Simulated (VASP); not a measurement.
# Ir (Fd-3m) in VASP: further runs

Ir is run at these levels: PBE; tasks: single point.

Program: VASP 6.6.1. These are calculated values, not measurements. Logs are shortened: lines on timing, memory, paths and dates and some standing lists are left out, and cuts for length are marked.

### Step 1. The cell of the first run

The structure is cubic, space group Fd-3m (No. 227). The conventional cell has a = 5.211 Å, b = 5.211 Å, c = 5.211 Å, α = 90.00°, β = 90.00°, γ = 90.00°. Ir (site symmetry -43m) has 4 Ir at 2.26 Å within 3.0 Å.

This isn't the form of Ir at room conditions, which is fcc.

### Step 2. Single point, PBE

File INCAR:

```
SYSTEM = Ir
  PREC = Accurate
  ENCUT = 500
  EDIFF = 1E-6
  ISMEAR = 1
  SIGMA = 0.1
  LREAL = .False.
  LASPH = .True.
  NELM = 120
  ALGO = Normal
  ISIF = 2
  LWAVE = .False.
  LCHARG = .False.
  GGA = PE
  NBANDS = 16
  GGA_COMPAT = .False.
```

File KPOINTS:

```
Automatic mesh
0
Gamma
  7 7 7
  0 0 0
```

File POSCAR:

```
Ir
1.0
    0.0000000000      2.6052789428      2.6052789428
    2.6052789428      0.0000000000      2.6052789428
    2.6052789428      2.6052789428      0.0000000000
Ir
2
Direct
    1.0000000000      1.0000000000      1.0000000000
    0.2500000000      0.2500000000      0.2500000000
```

Potentials or basis: VASP PAW PBE potentials, release 64 (Ir).

The run is started by

```sh
> cat potpaw_PBE.64/Ir/POTCAR > POTCAR
> mpirun -np 1 vasp_std > vasp.out
```

OUTCAR:

```text
SYSTEM = Ir
   PREC = Accurate
   ENCUT = 500
   EDIFF = 1E-6
   ISMEAR = 1
   LREAL = .False.
   LASPH = .True.
   NELM = 120
   ISIF = 2
   GGA = PE

 ion  position               nearest neighbor table
   1  0.000  0.000  0.000-   2 2.26   2 2.26   2 2.26   2 2.26
   2  0.250  0.250  0.250-   1 2.26   1 2.26   1 2.26   1 2.26

  LATTYP: Found a face centered cubic cell.
 ALAT       =     5.2105578856

  Lattice vectors:

 A1 = (   0.0000000000,   2.6052789428,   2.6052789428)
 A2 = (   2.6052789428,   0.0000000000,   2.6052789428)
 A3 = (   2.6052789428,   2.6052789428,   0.0000000000)

Analysis of symmetry for initial positions (statically):
=====================================================================
 Subroutine PRICEL returns:
 Original cell was already a primitive cell.

 Routine SETGRP: Setting up the symmetry group for a
 face centered cubic supercell.

 Subroutine GETGRP returns: Found 48 space group operations
 (whereof 24 operations were pure point group operations)
 out of a pool of 48 trial point group operations.

The static configuration has the point symmetry T_d .
 The point group associated with its full space group is O_h .

Analysis of symmetry for dynamics (positions and initial velocities):
=====================================================================
 Subroutine PRICEL returns:
 Original cell was already a primitive cell.

 Routine SETGRP: Setting up the symmetry group for a
 face centered cubic supercell.

 Subroutine GETGRP returns: Found 48 space group operations
 (whereof 24 operations were pure point group operations)
 out of a pool of 48 trial point group operations.

The dynamic configuration has the point symmetry T_d .
 The point group associated with its full space group is O_h .

 Subroutine INISYM returns: Found 48 space group operations
 (whereof 24 operations are pure point group operations),
 and found     1 'primitive' translations

----------------------------------------------------------------------------------------

                                     Primitive cell

  volume of cell :      35.3665

  direct lattice vectors                    reciprocal lattice vectors
     0.000000000  2.605278943  2.605278943    -0.191918029  0.191918029  0.191918029
     2.605278943  0.000000000  2.605278943     0.191918029 -0.191918029  0.191918029
     2.605278943  2.605278943  0.000000000     0.191918029  0.191918029 -0.191918029

  length of vectors
     3.684420815  3.684420815  3.684420815     0.332411777  0.332411777  0.332411777

  position of ions in fractional coordinates (direct lattice)
     0.000000000  0.000000000  0.000000000
     0.250000000  0.250000000  0.250000000

  ion indices of the primitive-cell ions
   primitive index   ion index
                 1           1
                 2           2

----------------------------------------------------------------------------------------

 KPOINTS: Automatic mesh

Automatic generation of k-mesh.
 Grid dimensions read from file:
 generate k-points for:    7    7    7

 Generating k-lattice:

  Cartesian coordinates                     Fractional coordinates (reciprocal lattice)
    -0.027416861  0.027416861  0.027416861     0.142857143  0.000000000  0.000000000
     0.027416861 -0.027416861  0.027416861     0.000000000  0.142857143  0.000000000
     0.027416861  0.027416861 -0.027416861     0.000000000  0.000000000  0.142857143

  Length of vectors
     0.047487397  0.047487397  0.047487397

  Shift w.r.t. Gamma in fractional coordinates (k-lattice)
     0.000000000  0.000000000  0.000000000

 Subroutine IBZKPT returns following result:
 ===========================================

 Found     20 irreducible k-points:

 Following reciprocal coordinates:
            Coordinates               Weight
  0.000000  0.000000  0.000000      1.000000
  0.142857  0.000000  0.000000      8.000000
  0.285714  0.000000  0.000000      8.000000
  0.428571  0.000000  0.000000      8.000000
  0.142857  0.142857  0.000000      6.000000
  0.285714  0.142857  0.000000     24.000000
[... 12 lines left out ...]
 -0.428571  0.428571  0.142857     24.000000
 -0.285714  0.428571  0.142857     24.000000
   k-points           NKPTS =     20   k-points in BZ     NKDIM =     20   number of bands    NBANDS=     16
   number of dos      NEDOS =    301   number of ions     NIONS =      2
   total plane-waves  NPLWV =  21952
   dimension x,y,z NGX =    28 NGY =   28 NGZ =   28
   dimension x,y,z NGXF=    56 NGYF=   56 NGZF=   56
   ions per type =               2
   NGX,Y,Z   is equivalent  to a cutoff of  12.63, 12.63, 12.63 a.u.
   NGXF,Y,Z  is equivalent  to a cutoff of  25.27, 25.27, 25.27 a.u.
 SYSTEM =  Ir
   PREC   = accura    normal or accurate (medium, high low for compatibility)
   ISTART =      0    job   : 0-new  1-cont  2-samecut
   ICHARG =      2    charge: 1-file 2-atom 10-const
   ISPIN  =      1    spin polarized calculation?
   LNONCOLLINEAR =      F non collinear calculations
   LSORBIT =      F    spin-orbit coupling
   LASPH  =      T    aspherical Exc in radial PAW
   ENCUT  =  500.0 eV  36.75 Ry    6.06 a.u.   6.72  6.72  6.72*2*pi/ulx,y,z
   NELM   =    120;   NELMIN=  2; NELMDL= -5     # of ELM steps
   EDIFF  = 0.1E-05   stopping-criterion for ELM
   LREAL  =      F    real-space projection
   EDIFFG = 0.1E-04   stopping-criterion for IOM
   NSW    =      0    number of steps for IOM
[... 5 lines left out ...]
   TEBEG  =    0.0;   TEEND  =   0.0 temperature during run
   PSTRESS=    0.0 pullay stress
   NELECT =      18.0000    total number of electrons
   NUPDOWN=      -1.0000    fix difference up-down
   EMIN   =  10.00;   EMAX   =-10.00  energy-range for DOS
   EFERMI =   0.00;   METHOD = LEGACY
   ISMEAR =     1;   SIGMA  =   0.10  broadening in eV -4-tet -1-fermi 0-gaus
   EFERMI_NEDOS =   21; number of points for ismear=-14 and -15
   IALGO  =     38    algorithm
   IMIX   =      4    mixing-type and parameters
     AMIX     =   0.40;   BMIX     =  1.00
     AMIX_MAG =   1.60;   BMIX_MAG =  1.00
  volume/ion in A,a.u.               =      17.68       119.33
  Fermi-wavevector in a.u.,A,eV,Ry     =   1.307078  2.470019 23.244906  1.708452
  Thomas-Fermi vector in A             =   2.437837
   LORBIT       =      0    0 simple, 1 ext, 2 COOP (PROOUT), +10 PAW based schemes
   GGA     = PE    functional components
   LHFCALC =     F    Hartree Fock is set to
   AEXX    =    0.0000 exact exchange contribution
   IVDW    =     0    specifies the selected vdW correction
   LEPSILON=     F    determine dielectric tensor
   LRPA    =     F    only Hartree local field effects (RPA)
 non-spin polarized calculation
 Methfessel and Paxton  Order N= 1 SIGMA  =   0.10
  energy-cutoff  :      500.00
  volume of cell :       35.37
 maximum number of plane-waves:       911
   NGX = 13   NGY = 13   NGZ = 13

 number of electron      17.9999998 magnetization

 Free energy of the ion-electron system (eV)
  ---------------------------------------------------
  ext. energy  EPLUGINS =         0.00000000
  ---------------------------------------------------
  free energy    TOTEN  =       -14.56084701 eV

  energy without entropy =      -14.55936021  energy(sigma->0) =      -14.56035141

 E-fermi :   7.8491     XC(G=0): -12.2495

 val. band max:        7.7856153608   @ k =   0.4286   0.2857   0.0000
 cond. band min:       7.8605215370   @ k =  -0.4286   0.2857   0.0000
 fundamental gap:      0.0749061762
 Fermi energy:         7.8490720889

 k-point     1 :       0.0000    0.0000    0.0000
  band No.  band energies     occupation
      1      -1.7116      2.00000
      2       1.2184      2.00000
      3       1.2184      2.00000
      4       2.0326      2.00000
      5       2.0326      2.00000
      6       2.0326      2.00000
[... 8 lines left out ...]
     15      20.7573      0.00000
     16      20.7573      0.00000

 k-point     2 :       0.1429    0.0000    0.0000
  band No.  band energies     occupation
      1      -1.2848      2.00000
      2       1.0445      2.00000
      3       1.0445      2.00000
      4       1.9746      2.00000
      5       2.3538      2.00000
      6       2.3538      2.00000
[... 8 lines left out ...]
     15      20.6779      0.00000
     16      21.2664      0.00000

 k-point     3 :       0.2857    0.0000    0.0000
  band No.  band energies     occupation
      1      -0.2221      2.00000
      2       1.0293      2.00000
      3       1.0293      2.00000
      4       1.8468      2.00000
      5       2.4779      2.00000
      6       2.4779      2.00000
[... 8 lines left out ...]
     15      19.3169      0.00000
     16      22.1605      0.00000

 k-point     4 :       0.4286    0.0000    0.0000
  band No.  band energies     occupation
      1       0.7614      2.00000
      2       1.3831      2.00000
      3       1.3831      2.00000
      4       1.5595      2.00000
      5       1.9900      2.00000
      6       1.9900      2.00000
[... 8 lines left out ...]
     15      18.2224      0.00000
     16      22.8470      0.00000

 k-point     5 :       0.1429    0.1429    0.0000
  band No.  band energies     occupation
      1      -1.1299      2.00000
      2       0.6483      2.00000
      3       1.5180      2.00000
      4       1.9981      2.00000
      5       1.9981      2.00000
      6       2.7523      2.00000
[... 8 lines left out ...]
     15      19.9992      0.00000
     16      20.4403      0.00000

 k-point     6 :       0.2857    0.1429    0.0000
  band No.  band energies     occupation
      1      -0.2351      2.00000
      2       0.4648      2.00000
      3       1.6324      2.00000
      4       1.8286      2.00000
      5       2.1051      2.00000
      6       3.1432      2.00000
[... 8 lines left out ...]
     15      18.7493      0.00000
     16      21.0291      0.00000

 k-point     7 :       0.4286    0.1429    0.0000
  band No.  band energies     occupation
      1       0.5890      2.00000
      2       0.7743      2.00000
      3       1.5632      2.00000
      4       1.7111      2.00000
      5       2.0167      2.00000
      6       2.8858      2.00000
[... 8 lines left out ...]
     15      18.2367      0.00000
     16      22.7086      0.00000

 k-point     8 :      -0.4286    0.1429    0.0000
  band No.  band energies     occupation
      1       0.7288      2.00000
      2       1.1773      2.00000
      3       1.2461      2.00000
      4       1.5671      2.00000
      5       2.3401      2.00000
      6       2.5538      2.00000
[... 8 lines left out ...]
     15      18.2674      0.00000
     16      23.1771      0.00000

 k-point     9 :      -0.2857    0.1429    0.0000
  band No.  band energies     occupation
      1       0.3934      2.00000
      2       0.7569      2.00000
      3       1.3550      2.00000
      4       1.6221      2.00000
      5       2.1277      2.00000
      6       3.1144      2.00000
[... 8 lines left out ...]
     15      18.7255      0.00000
     16      21.9359      0.00000
[... 96 lines left out ...]
 k-point    15 :       0.4286    0.4286    0.0000
  band No.  band energies     occupation
      1       0.2371      2.00000
      2       1.0581      2.00000
      3       1.7039      2.00000
      4       1.7039      2.00000
      5       2.6895      2.00000
      6       3.7574      2.00000
[... 8 lines left out ...]
     15      18.6460      0.00000
     16      19.6626      0.00000

 k-point    16 :      -0.4286    0.4286    0.0000
  band No.  band energies     occupation
      1       0.3125      2.00000
      2       0.6876      2.00000
      3       1.5594      2.00000
      4       2.0046      2.00000
      5       3.4123      2.00000
      6       3.8095      2.00000
[... 8 lines left out ...]
     15      19.2680      0.00000
     16      20.6469      0.00000

 k-point    17 :       0.4286    0.2857    0.1429
  band No.  band energies     occupation
      1       0.3786      2.00000
      2       0.6162      2.00000
      3       1.4054      2.00000
      4       2.0075      2.00000
      5       2.1199      2.00000
      6       3.5666      2.00000
[... 8 lines left out ...]
     15      19.4077      0.00000
     16      21.2568      0.00000

 k-point    18 :      -0.4286    0.2857    0.1429
  band No.  band energies     occupation
      1       0.4547      2.00000
      2       0.6556      2.00000
      3       1.7298      2.00000
      4       1.8532      2.00000
      5       2.5589      2.00000
      6       3.2792      2.00000
[... 8 lines left out ...]
     15      19.8028      0.00000
     16      23.1271      0.00000

 k-point    19 :      -0.4286    0.4286    0.1429
  band No.  band energies     occupation
      1       0.2805      2.00000
      2       0.5916      2.00000
      3       1.9118      2.00000
      4       1.9892      2.00000
      5       3.2317      2.00000
      6       3.4743      2.00000
[... 8 lines left out ...]
     15      20.2242      0.00000
     16      21.1976      0.00000

 k-point    20 :      -0.2857    0.4286    0.1429
  band No.  band energies     occupation
      1       0.2361      2.00000
      2       0.5247      2.00000
      3       1.8658      2.00000
      4       2.1371      2.00000
      5       3.1869      2.00000
      6       4.0876      2.00000
[... 8 lines left out ...]
     15      20.9175      0.00000
     16      23.7197      0.00000

------------------------ aborting loop because EDIFF is reached ----------------------------------------

  FORCE on cell =-STRESS in cart. coord.  units (eV):
  Direction    XX          YY          ZZ          XY          YZ          ZX
  --------------------------------------------------------------------------------------
  -------------------------------------------------------------------------------------
  Total       12.6575427     12.6575427     12.6575427      0.0000000      0.0000000      0.0000000
  in kB      573.4126918    573.4126918    573.4126918      0.0000000      0.0000000      0.0000000
  external PRESSURE =     573.4126918 kB  Pullay stress =       0.0000000 kB

 VOLUME and BASIS-vectors are now :
 -----------------------------------------------------------------------------
  energy-cutoff  :      500.00
  volume of cell :       35.37
      direct lattice vectors                 reciprocal lattice vectors
     0.000000000  2.605278943  2.605278943    -0.191918029  0.191918029  0.191918029
     2.605278943  0.000000000  2.605278943     0.191918029 -0.191918029  0.191918029
     2.605278943  2.605278943  0.000000000     0.191918029  0.191918029 -0.191918029

 POSITION                                       TOTAL-FORCE (eV/Angst)
 -----------------------------------------------------------------------------------
      0.00000      0.00000      0.00000        -0.000000      0.000000      0.000000
      1.30264      1.30264      1.30264         0.000000     -0.000000     -0.000000
 -----------------------------------------------------------------------------------
    total drift:                                0.000000      0.000000      0.000000

  FREE ENERGIE OF THE ION-ELECTRON SYSTEM (eV)
  ---------------------------------------------------
  free  energy   TOTEN  =       -14.5608470058 eV

  energy  without entropy=      -14.5593602136  energy(sigma->0) =      -14.56035141
```

Wall time 13 s (1 thread of Intel Xeon Platinum 8259CL at 2.50GHz (Skylake/Cascade Lake), shared host); peak memory 0.15 GiB.

What came out:

```yaml
Free_energy: -14.5608 eV
Pressure: 57.3 GPa
Band_gap_on_the_k_mesh: zero (bands 9 and 10 overlap by 1.65 eV)
```

Caveat: the cell stands under pressure; spin-orbit coupling is left out, which moves the levels of the heavy elements.

### Step 3. Single point, PBE

This run uses another cell than the first one, of 18.59 Å³/atom.

File INCAR:

```
SYSTEM = Ir
ALGO = Normal
EDIFF = 1E-6
ENCUT = 500
GGA = PE
GGA_COMPAT = .FALSE.
ISIF = 2
ISMEAR = 1
LASPH = .TRUE.
LCHARG = .FALSE.
LREAL = .FALSE.
LWAVE = .FALSE.
NBANDS = 16
NELM = 120
PREC = Accurate
SIGMA = 0.1
```

File KPOINTS:

```
k-points
0
G
  7 7 7
  0 0 0
```

File POSCAR:

```
Ir
1.0
    0.0000000000      2.6490572273      2.6490572273
    2.6490572273      0.0000000000      2.6490572273
    2.6490572273      2.6490572273      0.0000000000
Ir
2
Direct
    1.0000000000      1.0000000000      1.0000000000
    0.2500000000      0.2500000000      0.2500000000
```

Potentials or basis: VASP PAW PBE potentials, release 64 (Ir).

The run is started by

```sh
> cat potpaw_PBE.64/Ir/POTCAR > POTCAR
> mpirun -np 1 vasp_std > vasp.out
```

It took 14 s on 1 thread of Intel Xeon Platinum 8259CL at 2.50GHz (Skylake/Cascade Lake), shared host; peak memory 0.16 GiB.

It converged, with:

```
Free energy            : -15.0983 eV
Pressure               : 38.3 GPa
Band gap on the k mesh : zero (bands 9 and 10 overlap by 1.61 eV)
```

Levels at points of the mesh, in eV from the Fermi level:
```csv
k point,band 5,band 6,band 7,band 8,band 9,band 10,band 11,band 12,band 13,band 14
"(0.00, 0.00, 0.00)",-5.54,-5.54,-2.14,-2.14,-2.14,1.08,1.08,11.34,11.46,12.80
```

Caveat: the cell stands under pressure; spin-orbit coupling is left out, which moves the levels of the heavy elements.

The gap in the log of VASP goes by the Fermi energy; the results here count the filled bands.